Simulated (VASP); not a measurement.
MoSe, 2 atoms in the cell. The structure is cubic, space group Pm-3m (No. 221). The conventional cell has a = 3.146 Å, b = 3.146 Å, c = 3.146 Å, α = 90.00°, β = 90.00°, γ = 90.00°. Within 3.6 Å of Mo (site symmetry m-3m) lie 8 Se at 2.72 Å and 6 Mo at 3.15 Å. Within 3.6 Å of Se (site symmetry m-3m) lie 8 Mo at 2.72 Å and 6 Se at 3.15 Å. 

* Program: VASP 6.6.1
* Task: single point
* Functional: PBE
* Potentials or basis: VASP PAW PBE potentials, release 64 (Mo_sv, Se)
* Cutoff: 520 eV
* k mesh: 14 × 14 × 14
* Occupations: gaussian, width 0.1 eV
* Spin: no spin polarisation
* Dipole correction: no
* Further INCAR settings: ALGO = Normal; EDIFF = 1e-07; NBANDS = 17

Potentials or basis: VASP PAW PBE potentials, release 64 (Mo_sv, Se).

Launch:

```console
$ cat potpaw_PBE.64/Mo_sv/POTCAR potpaw_PBE.64/Se/POTCAR > POTCAR
$ mpirun -np 1 vasp_std > vasp.out
```

Hardware: 1 thread of Intel(R) Xeon(R) 6975P-C (Granite Rapids), on a shared host.

Question: How long does it take, and how much memory?

Answer: It took 13 s on 1 thread of Intel(R) Xeon(R) 6975P-C (Granite Rapids), on a shared host, peak memory 0.18 GiB. Counts: scf iterations 13, k points 120.
